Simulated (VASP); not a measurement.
# NdAgO4 (Cmmm) in VASP: relaxation of cell and atoms with PBE

Aim: the relaxation of cell and atoms of NdAgO4 with PBE.

All numbers are computed with VASP 6.6.1; they aren't measurements. Logs are shortened: lines on timing, memory, paths and dates and some standing lists are left out, and cuts for length are marked.

## 1. The cell of the first run

The structure is orthorhombic, space group Cmmm (No. 65). Conventional cell: a = 5.274 Å, b = 6.012 Å, c = 5.030 Å, α = 90.00°, β = 90.00°, γ = 90.00°. Nd (site symmetry mmm) has 6 O at 2.29 to 2.73 Å within 3.0 Å. Within 2.7 Å of Ag (site symmetry mmm) lie 8 O at 2.00 to 2.62 Å. Within 1.9 Å of O (site symmetry m2m) lie 1 O at 1.44 Å. O (site symmetry 2/m) has 2 Ag at 2.00 Å and 2 O at 2.64 Å within 2.7 Å.

The cell was generated, and may not be a known phase.

## 2. Relaxation of cell and atoms, PBE

Contents of INCAR:

```
  PREC = Accurate
  ENCUT = 600
  EDIFF = 1E-7
  ISMEAR = 0
  SIGMA = 0.1
  LREAL = False
  LASPH = True
  NELM = 200
  ALGO = Normal
  ISIF = 3
  LWAVE = False
  LCHARG = False
  GGA = PE
  IBRION = 2
  NSW = 100
  EDIFFG = -0.01
  GGA_COMPAT = False
  NELMIN = 4
  LMAXMIX = 6
```

Contents of KPOINTS:

```
Automatic mesh
0
Gamma
  10 10 8
```

Contents of POSCAR:

```
NdAgO4
1.0
    2.6370410590     -3.0058781808      0.0000000000
    2.6370410590      3.0058781808      0.0000000000
    0.0000000000      0.0000000000      5.0297760445
Nd Ag O
1 1 4
Direct
    0.0000000000      0.0000000000      0.0000000000
    0.5000000000      0.5000000000      0.5000000000
    0.6198310983      0.3801689017      0.0000000000
    0.3801689017      0.6198310983      0.0000000000
    0.5000000000      0.0000000000      0.5000000000
    0.0000000000      0.5000000000      0.5000000000
```

Potentials or basis: VASP PAW PBE potentials, release 64 (Nd_3, Ag, O), 4f in core.

Run with:

```sh
$ cat potpaw_PBE.64/Nd_3/POTCAR potpaw_PBE.64/Ag/POTCAR potpaw_PBE.64/O/POTCAR > POTCAR
$ mpirun -np 1 vasp_std > vasp.out
```

OUTCAR:

```text
PREC = Accurate
   ENCUT = 600
   EDIFF = 1E-7
   ISMEAR = 0
   LREAL = False
   LASPH = True
   NELM = 200
   ISIF = 3
   GGA = PE
   IBRION = 2
   NSW = 100
   EDIFFG = -0.01
   NELMIN = 4

 ion  position               nearest neighbor table
   1  0.000  0.000  0.000-   3 2.29   4 2.29   3 2.73   4 2.73   3 2.73   4 2.73   2 3.64   2 3.64
                             2 3.64   2 3.64
   2  0.500  0.500  0.500-   5 2.00   6 2.00   5 2.00   6 2.00   3 2.62   4 2.62   3 2.62   4 2.62
                             1 3.64   1 3.64   1 3.64   1 3.64
   3  0.620  0.380  0.000-   4 1.44   1 2.29   2 2.62   2 2.62   1 2.73   1 2.73
   4  0.380  0.620  0.000-   3 1.44   1 2.29   2 2.62   2 2.62   1 2.73   1 2.73
   5  0.500  0.000  0.500-   2 2.00   2 2.00
   6  0.000  0.500  0.500-   2 2.00   2 2.00

  LATTYP: Found a base centered orthorhombic cell.
 ALAT       =     5.2740821180
 B/A-ratio  =     1.1398677963
 C/A-ratio  =     0.9536779921

  Lattice vectors:

 A1 = (   2.6370410590,  -3.0058781808,   0.0000000000)
 A2 = (   2.6370410590,   3.0058781808,   0.0000000000)
 A3 = (   0.0000000000,   0.0000000000,   5.0297760445)

Analysis of symmetry for initial positions (statically):
=====================================================================
 Subroutine PRICEL returns:
 Original cell was already a primitive cell.

 Routine SETGRP: Setting up the symmetry group for a
 base centered orthorhombic supercell.

 Subroutine GETGRP returns: Found  8 space group operations
 (whereof  8 operations were pure point group operations)
 out of a pool of  8 trial point group operations.

The static configuration has the point symmetry D_2h.

Analysis of symmetry for dynamics (positions and initial velocities):
=====================================================================
 Subroutine PRICEL returns:
 Original cell was already a primitive cell.

 Routine SETGRP: Setting up the symmetry group for a
 base centered orthorhombic supercell.

 Subroutine GETGRP returns: Found  8 space group operations
 (whereof  8 operations were pure point group operations)
 out of a pool of  8 trial point group operations.

The dynamic configuration has the point symmetry D_2h.

 Subroutine INISYM returns: Found  8 space group operations
 (whereof  8 operations are pure point group operations),
 and found     1 'primitive' translations

----------------------------------------------------------------------------------------

                                     Primitive cell

  volume of cell :      79.7383

  direct lattice vectors                    reciprocal lattice vectors
     2.637041059 -3.005878181  0.000000000     0.189606452 -0.166340740  0.000000000
     2.637041059  3.005878181  0.000000000     0.189606452  0.166340740  0.000000000
     0.000000000  0.000000000  5.029776045     0.000000000  0.000000000  0.198816009

  length of vectors
     3.998660924  3.998660924  5.029776045     0.252229753  0.252229753  0.198816009

  position of ions in fractional coordinates (direct lattice)
     0.000000000  0.000000000  0.000000000
     0.500000000  0.500000000  0.500000000
     0.619831098  0.380168902  0.000000000
     0.380168902  0.619831098  0.000000000
     0.500000000  0.000000000  0.500000000
     0.000000000  0.500000000  0.500000000

  ion indices of the primitive-cell ions
   primitive index   ion index
                 1           1
                 2           2
                 3           3
                 4           4
                 5           5
                 6           6

----------------------------------------------------------------------------------------

 KPOINTS: Automatic mesh

Automatic generation of k-mesh.
 Grid dimensions read from file:
 generate k-points for:   10   10    8

 Generating k-lattice:

  Cartesian coordinates                     Fractional coordinates (reciprocal lattice)
     0.018960645 -0.016634074  0.000000000     0.100000000  0.000000000  0.000000000
     0.018960645  0.016634074  0.000000000     0.000000000  0.100000000  0.000000000
     0.000000000  0.000000000  0.024852001     0.000000000  0.000000000  0.125000000

  Length of vectors
     0.025222975  0.025222975  0.024852001

  Shift w.r.t. Gamma in fractional coordinates (k-lattice)
     0.000000000  0.000000000  0.000000000

 Subroutine IBZKPT returns following result:
 ===========================================

 Found    155 irreducible k-points:

 Following reciprocal coordinates:
            Coordinates               Weight
  0.000000  0.000000  0.000000      1.000000
  0.100000  0.000000  0.000000      4.000000
  0.200000  0.000000  0.000000      4.000000
  0.300000  0.000000  0.000000      4.000000
  0.400000  0.000000  0.000000      4.000000
  0.500000  0.000000  0.000000      2.000000
[... 16 lines left out ...]
  0.300000  0.300000  0.000000      2.000000
  0.400000  0.300000  0.000000      4.000000
 [... further k-points ...]
   k-points           NKPTS =    155   k-points in BZ     NKDIM =    155   number of bands    NBANDS=     27
   number of dos      NEDOS =    301   number of ions     NIONS =      6
   total plane-waves  NPLWV =  40960
   dimension x,y,z NGX =    32 NGY =   32 NGZ =   40
   dimension x,y,z NGXF=    64 NGYF=   64 NGZF=   80
   ions per type =               1   1   4
   NGX,Y,Z   is equivalent  to a cutoff of  13.30, 13.30, 13.22 a.u.
   NGXF,Y,Z  is equivalent  to a cutoff of  26.61, 26.61, 26.44 a.u.
 SYSTEM =  unknown system
   PREC   = accura    normal or accurate (medium, high low for compatibility)
   ISTART =      0    job   : 0-new  1-cont  2-samecut
   ICHARG =      2    charge: 1-file 2-atom 10-const
   ISPIN  =      1    spin polarized calculation?
   LNONCOLLINEAR =      F non collinear calculations
   LSORBIT =      F    spin-orbit coupling
   LASPH  =      T    aspherical Exc in radial PAW
   ENCUT  =  600.0 eV  44.10 Ry    6.64 a.u.   7.99  7.99 10.05*2*pi/ulx,y,z
   NELM   =    200;   NELMIN=  4; NELMDL= -5     # of ELM steps
   EDIFF  = 0.1E-06   stopping-criterion for ELM
   LREAL  =      F    real-space projection
   EDIFFG = -.1E-01   stopping-criterion for IOM
   NSW    =    100    number of steps for IOM
   IBRION =      2    ionic relax: 0-MD 1-quasi-New 2-CG
   NFREE  =      1    steps in history (QN), initial steepest desc. (CG)
   ISIF   =      3    stress and relaxation
   ISYM   =      2    0-nonsym 1-usesym 2-fastsym
   POTIM  = 0.5000    time-step for ionic-motion
   TEBEG  =    0.0;   TEEND  =   0.0 temperature during run
   PSTRESS=    0.0 pullay stress
   NELECT =      46.0000    total number of electrons
   NUPDOWN=      -1.0000    fix difference up-down
   EMIN   =  10.00;   EMAX   =-10.00  energy-range for DOS
   EFERMI =   0.00;   METHOD = LEGACY
   ISMEAR =     0;   SIGMA  =   0.10  broadening in eV -4-tet -1-fermi 0-gaus
   EFERMI_NEDOS =   21; number of points for ismear=-14 and -15
   IALGO  =     38    algorithm
   IMIX   =      4    mixing-type and parameters
     AMIX     =   0.40;   BMIX     =  1.00
     AMIX_MAG =   1.60;   BMIX_MAG =  1.00
  volume/ion in A,a.u.               =      13.29        89.68
  Fermi-wavevector in a.u.,A,eV,Ry     =   1.362820  2.575356 25.269803  1.857278
  Thomas-Fermi vector in A             =   2.489276
   LORBIT       =      0    0 simple, 1 ext, 2 COOP (PROOUT), +10 PAW based schemes
   GGA     = PE    functional components
   LHFCALC =     F    Hartree Fock is set to
   AEXX    =    0.0000 exact exchange contribution
   IVDW    =     0    specifies the selected vdW correction
   LEPSILON=     F    determine dielectric tensor
   LRPA    =     F    only Hartree local field effects (RPA)
 conjugate gradient relaxation of ions
 non-spin polarized calculation
 Gauss-broadening in eV      SIGMA  =   0.10
  energy-cutoff  :      600.00
  volume of cell :       79.74
 maximum number of plane-waves:      2685
   NGX = 15   NGY = 15   NGZ = 21

--------------------------------------- Ionic step        1  -------------------------------------------

 number of electron      46.0000001 magnetization

 Free energy of the ion-electron system (eV)
  ---------------------------------------------------
  ext. energy  EPLUGINS =         0.00000000
  ---------------------------------------------------
  free energy    TOTEN  =       -32.27112122 eV

  energy without entropy =      -32.25340314  energy(sigma->0) =      -32.26226218

------------------------ aborting loop because EDIFF is reached ----------------------------------------

  FORCE on cell =-STRESS in cart. coord.  units (eV):
  Direction    XX          YY          ZZ          XY          YZ          ZX
  --------------------------------------------------------------------------------------
  -------------------------------------------------------------------------------------
  Total       -0.1768525      0.0322020      0.2196775     -0.0000000      0.0000000      0.0000000
  in kB       -3.5534886      0.6470333      4.4139690     -0.0000000      0.0000000      0.0000000
  external PRESSURE =       0.5025046 kB  Pullay stress =       0.0000000 kB
[... 101 lines left out ...]
  FREE ENERGIE OF THE ION-ELECTRON SYSTEM (eV)
  ---------------------------------------------------
  free  energy   TOTEN  =       -32.2717559569 eV

  energy  without entropy=      -32.2541216770  energy(sigma->0) =      -32.26293882

[... ionic steps 4 to 10 ...]

--------------------------------------- Ionic step       11  -------------------------------------------

 number of electron      46.0000006 magnetization

------------------------ aborting loop because EDIFF is reached ----------------------------------------
[... 75 lines left out ...]
--------------------------------------- Ionic step       13  -------------------------------------------

 number of electron      46.0000006 magnetization

 Free energy of the ion-electron system (eV)
  ---------------------------------------------------
  ext. energy  EPLUGINS =         0.00000000
  ---------------------------------------------------
  free energy    TOTEN  =       -32.27293812 eV

  energy without entropy =      -32.25576565  energy(sigma->0) =      -32.26435189

 E-fermi :   3.9197     XC(G=0): -10.8988

 val. band max:        3.9110998906   @ k =   0.2000   0.1000   0.2500
 cond. band min:       3.9224530782   @ k =   0.5000   0.2000   0.0000
 fundamental gap:      0.0113531876
 Fermi energy:         3.9196524731

 k-point     1 :       0.0000    0.0000    0.0000
  band No.  band energies     occupation
      1     -34.3503      2.00000
      2     -18.3445      2.00000
      3     -15.7543      2.00000
      4     -15.3060      2.00000
      5     -15.2782      2.00000
      6     -13.4985      2.00000
[... 709 lines left out ...]
     26       8.0449      0.00000
     27       8.2008      0.00000

 [... further k-points ...]

------------------------ aborting loop because EDIFF is reached ----------------------------------------

  FORCE on cell =-STRESS in cart. coord.  units (eV):
  Direction    XX          YY          ZZ          XY          YZ          ZX
  --------------------------------------------------------------------------------------
  -------------------------------------------------------------------------------------
  Total        0.0060069      0.0162867     -0.0234713     -0.0000000      0.0000000      0.0000000
  in kB        0.1203272      0.3262462     -0.4701648     -0.0000000      0.0000000      0.0000000
  external PRESSURE =      -0.0078638 kB  Pullay stress =       0.0000000 kB
[... 21 lines left out ...]
  FREE ENERGIE OF THE ION-ELECTRON SYSTEM (eV)
  ---------------------------------------------------
  free  energy   TOTEN  =       -32.2729381202 eV

  energy  without entropy=      -32.2557656541  energy(sigma->0) =      -32.26435189

 reached required accuracy - stopping structural energy minimisation
```

It took 16 min on 1 thread of Intel Xeon 6975P-C (Granite Rapids), shared host; peak memory 0.53 GiB.

What came out:

```yaml
Free_energy: -32.2729 eV
Relaxed_volume: 13.33 Å³/atom
Relaxed_cell: a = 3.990 Å, b = 3.990 Å, c = 5.072 Å, α = 90.00°, β = 90.00°, γ = 97.97°
Space_group_after_relaxing_to_0.1_Å: Cmmm (No. 65)
Energy_gained_by_relaxing: 0.3 meV/atom
Ionic_steps: 13
Pressure_after_relaxing: 0.0 GPa
Largest_force_after_relaxing: 0.005 eV/Å
Band_gap_on_the_k_mesh: zero (bands 23 and 24 overlap by 0.69 eV)
```

Forces in eV/Å, atoms in the order of the input:
```
Nd   0.000  0.000  0.000
Ag   0.000  0.000  0.000
O    0.000  0.005  0.000
O    0.000 -0.005  0.000
O    0.000  0.000  0.000
O    0.000  0.000  0.000
```

The path:
```csv
step,energy change (eV),largest force (eV/Å),pressure (GPa),volume (Å³)
1,0.0000,0.1530,0.05,79.74
2,0.0004,0.2779,-0.13,79.79
3,-0.0006,0.0391,-0.03,79.76
4,-0.0011,0.0282,0.14,79.74
5,-0.0013,0.0201,0.29,79.73
6,-0.0016,0.0026,0.08,79.91
7,-0.0017,0.0109,-0.08,80.04
8,-0.0018,0.0109,-0.06,80.03
9,-0.0018,0.0196,-0.06,80.02
10,-0.0018,0.0369,-0.05,80.01
11,-0.0018,0.0237,-0.02,80.00
12,-0.0018,0.0115,0.01,79.98
13,-0.0018,0.0052,0.00,79.98
```

Final structure:
```xyz
6
Lattice="2.6187 -3.0109 0.0000 2.6187 3.0109 0.0000 0.0000 0.0000 5.0721" Properties=species:S:1:pos:R:3 pbc="T T T"
Nd    0.0000    0.0000    0.0000
Ag    2.6187    0.0000    2.5360
O     2.6187   -0.7238    0.0000
O     2.6187    0.7238    0.0000
O     3.9281    1.5054    2.5360
O     1.3094    1.5054    2.5360
```

Levels at points of the mesh, in eV from the Fermi level:
| k point | band 20 | band 21 | band 22 | band 23 | band 24 | band 25 | band 26 | band 27 |
| --- | --- | --- | --- | --- | --- | --- | --- | --- |
| (0.00, 0.00, 0.00) | -1.69 | -1.43 | -1.22 | -0.64 | -0.21 | 2.80 | 3.53 | 3.60 |
| (0.50, 0.00, 0.00) | -1.41 | -0.63 | -0.11 | 0.02 | 0.42 | 1.92 | 3.55 | 3.55 |
| (0.50, 0.50, 0.00) | -0.69 | -0.39 | 0.12 | 0.16 | 3.72 | 3.73 | 4.33 | 4.49 |
| (0.00, 0.00, 0.50) | -2.00 | -1.56 | -0.78 | -0.70 | -0.29 | 3.64 | 3.91 | 4.75 |
| (0.50, 0.00, 0.50) | -1.01 | -0.82 | -0.37 | -0.26 | 0.95 | 1.95 | 3.65 | 3.94 |
| (0.50, 0.50, 0.50) | -0.41 | -0.21 | -0.12 | 0.18 | 2.35 | 3.72 | 3.76 | 4.43 |

Caveat: spin-orbit coupling is left out, which moves the levels of the heavy elements; the 4f electrons are frozen in the core, so they carry no moment and show no levels; the run has no spin polarisation, though such a crystal can be magnetic.
